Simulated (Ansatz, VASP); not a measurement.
## AlN in VASP and in Ansatz

Contents of INCAR:

```
ALGO     = Normal         # electronic algorithm
EDIFF    = 1E-7           # SCF threshold, eV
ENCUT    = 520            # plane-wave cutoff, eV
GGA      = PE             # functional
ISIF     = 2              # what is computed and relaxed
ISMEAR   = 0              # smearing method
LASPH    = True           # aspherical terms in the spheres
LCHARG   = False          # write CHGCAR
LREAL    = False          # projectors in reciprocal space
LWAVE    = False          # write WAVECAR
NBANDS   = 16             # bands
NELM     = 80             # most SCF steps
PREC     = Accurate       # precision mode
SIGMA    = 0.05           # smearing width, eV
```

File KPOINTS:

```
k-points
0
Gamma
  12 12 6
```

POSCAR

```
AlN
1.0
    2.8798203977      0.0000000000      0.0000000000
   -1.4399101989      2.4939976228      0.0000000000
    0.0000000000      0.0000000000      5.2186988408
Al N
2 2
Direct
    0.3333333333      0.6666666667      0.0017287175
    0.6666666667      0.3333333333      0.5017287175
    0.3333333333      0.6666666667      0.3832712825
    0.6666666667      0.3333333333      0.8832712825
```

Input for Ansatz:

```yaml
crystal:
  lattice:
    - [2.8798203977, 0.0, 0.0]
    - [-1.4399101989, 2.4939976228, 0.0]
    - [0.0, 0.0, 5.2186988408]
  atoms:
    - { symbol: Al, position: [0.3333333333, 0.6666666667, 0.0017287175] }
    - { symbol: Al, position: [0.6666666667, 0.3333333333, 0.5017287175] }
    - { symbol: "N", position: [0.3333333333, 0.6666666667, 0.3832712825] }
    - { symbol: "N", position: [0.6666666667, 0.3333333333, 0.8832712825] }
basis:
  ecutwfc: 420
kpoints:
  mp_grid: { grid: [12, 12, 6] }
hamiltonian:
  xc: pbe
scf:
  occupations: { method: gaussian, width: 0.05 }
output:
  forces: true
  stress: true
  eigenvalues: true
  write_density: true
  write_potential: true
  elf: true
  volumetric_format: npy
```

Change from the starting cell: strain -0.080 along x and y, +0.040 along z, atoms carried along.

Alike in both runs: task single point; functional PBE; k mesh 12 × 12 × 6; occupations gaussian, width 0.05 eV; no spin polarisation.

|  | VASP | Ansatz |
| --- | --- | --- |
| version | VASP 6.6.1 | Ansatz 0.2.0 |
| potentials or method | VASP PAW PBE potentials, release 64 (Al, N), cutoff 520 eV | scalar-relativistic, plane waves, PAW |
| valence electrons in the cell | 16 | 16 |

|  | VASP | Ansatz | Ansatz less VASP |
| --- | --- | --- | --- |
| gap on the k mesh at the Fermi level (eV) | 4.59 | 4.58 | -0.008 |
| least direct gap on the mesh (eV) | 4.59 | 4.58 | -0.008 |
| pressure (GPa) | 37.7 | 37.7 | +0.03 |
| traceless stress, the component that is largest in VASP (GPa) | -43.65 | -43.26 | +0.388 |
| rms of the force components (eV/Å) | 0.926 | 0.919 | -0.0073 |

Atom by atom the forces differ by 0.007 eV/Å (rms over components). Both programs put the cell under a high pressure, so it lies far from rest at this level.
